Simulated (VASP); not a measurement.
A run of VASP 6.6.1 is set up as follows.

Contents of INCAR:

```
PREC = Accurate
ENCUT = 520
EDIFF = 1E-7
ISMEAR = 1
SIGMA = 0.05
LREAL = False
LASPH = True
NELM = 80
ALGO = Normal
ISIF = 2
LWAVE = False
LCHARG = True
GGA = RP
LELF = True
LVHAR = True
NBANDS = 26
```

Contents of KPOINTS:

```
Automatic mesh
0
Gamma
  3 3 3
```

Contents of POSCAR:

```
Cs3Pt
1.0
    5.7776530000      0.0000000000      0.0000000000
    0.0000000000      5.7776530000      0.0000000000
    0.0000000000      0.0000000000      5.7776530000
Cs Pt
3 1
Direct
    0.0000000000      0.0000000000      0.5000000000
    0.0000000000      0.5000000000      0.0000000000
    0.5000000000      0.0000000000      0.0000000000
    0.5000000000      0.5000000000      0.5000000000
```

Potentials or basis: VASP PAW PBE potentials, release 64 (Cs_sv, Pt).

The run is started by

```console
$ cat potpaw_PBE.64/Cs_sv/POTCAR potpaw_PBE.64/Pt/POTCAR > POTCAR
$ mpirun -np 1 vasp_std > vasp.out
```

Task: What does it give for the pressure?

Result: 1.1 GPa.

Caveat: the k points lie up to 0.36 Å⁻¹ apart; the PAW data sets were made with another functional, which shifts forces and pressure a little.
